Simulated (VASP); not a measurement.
ScAl, 2 atoms in the cell. Symmetry: Pm-3m, No. 221, cubic system. Conventional cell: a = 3.193 Å, b = 3.193 Å, c = 3.193 Å, α = 90.00°, β = 90.00°, γ = 90.00°. Sc (site symmetry m-3m) has 8 Al at 2.76 Å and 6 Sc at 3.19 Å within 3.6 Å. Within 3.6 Å of Al (site symmetry m-3m) lie 8 Sc at 2.76 Å and 6 Al at 3.19 Å. 

| Item | Value |
| --- | --- |
| Program | VASP 6.6.1 |
| Task | single point |
| Functional | LDA |
| Potentials or basis | VASP PAW LDA potentials, release 64 (Sc_sv, Al) |
| Cutoff | 520 eV |
| k mesh | 11 × 11 × 11 |
| Occupations | fermi-dirac, width 0.05 eV |
| Spin | no spin polarisation |
| Dipole correction | no |
| Further INCAR settings | ALGO = Normal; EDIFF = 1e-07; NBANDS = 14 |

Potentials or basis: VASP PAW LDA potentials, release 64 (Sc_sv, Al).

Launch:

```console
$ cat potpaw_LDA.64/Sc_sv/POTCAR potpaw_LDA.64/Al/POTCAR > POTCAR
$ mpirun -np 1 vasp_std > vasp.out
```

Hardware: 1 thread of Intel Xeon 8259CL, with other jobs on the host.

**Question.** Estimate the wall time of this run.

**Answer.** It took 26 s on 1 thread of Intel Xeon 8259CL, with other jobs on the host, peak memory 0.14 GiB. Counts: scf iterations 13, k points 56.
